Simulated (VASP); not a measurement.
## MgI2: electric field gradients with PBEsol

Crystal: MgI2.

```
Mg I
1.0
     4.15370   -0.02077   -0.02077
    -2.09484    3.60759   -0.00760
    -0.03431   -0.03431    6.86200
Mg I
1 2
Cartesian
  0.0000 0.0000 0.0000
  -0.0380 2.3721 5.1869
  2.0625 1.1804 1.6468
```

This cell differs from its parent crystal: equal xy, yz and zx shear strains of -1 %.

- Program: VASP 6.6.1
- Task: electric field gradients
- Functional: PBEsol
- Potentials or basis: VASP PAW PBE potentials, release 64 (Mg, I)
- Cutoff: 520 eV
- k mesh: 7 × 7 × 4
- Occupations: fermi-dirac, width 0.03 eV
- Spin: no spin polarisation
- Dipole correction: no
- Further INCAR settings: ALGO = Normal; EDIFF = 1e-08; NBANDS = 15

```
Pressure               : -0.2 GPa
Largest force          : 0.055 eV/Å
Band gap on the k mesh : 3.44 eV, indirect (least direct gap 3.57 eV)
```

Forces on the atoms (eV/Å):
```
Mg   0.000  0.000  0.000
I   -0.031 -0.028  0.036
I    0.031  0.028 -0.036
```

Stress tensor (GPa, compression positive):
```
-0.31  0.18  0.19
 0.18 -0.35  0.17
 0.19  0.17  0.07
```

Levels at points of the mesh, in eV from the valence-band top:
```csv
k point,band 6,band 7,band 8,band 9,band 10,band 11
"(0.00, 0.00, 0.00)",-0.11,-0.08,0.00,3.57,4.62,6.54
"(0.00, 0.00, 0.50)",-0.36,-0.22,-0.17,4.55,4.71,6.36
```

Electric field gradients, principal values (V/Å²):
| atom | least | middle | greatest (by size) |
| --- | --- | --- | --- |
| 1 Mg | 1.034 | 1.307 | -2.342 |
| 2 I | 19.068 | 30.051 | -49.119 |
| 3 I | 19.068 | 30.051 | -49.119 |

It took 2 min on 1 thread of Intel(R) Xeon(R) Platinum 8259CL CPU @ 2.50GHz (Skylake/Cascade Lake), with other jobs on the host, peak memory 0.33 GiB.

Caveat: the cell differs from its parent crystal (equal xy, yz and zx shear strains of -1 %); without QUAD_EFG the Cq values of the log hold for a quadrupole moment of 1 mb, not for the nuclei; the PAW data sets were made with another functional, which shifts forces and pressure a little; spin-orbit coupling is left out, which moves the levels of the heavy elements. A k mesh can miss the band edges.
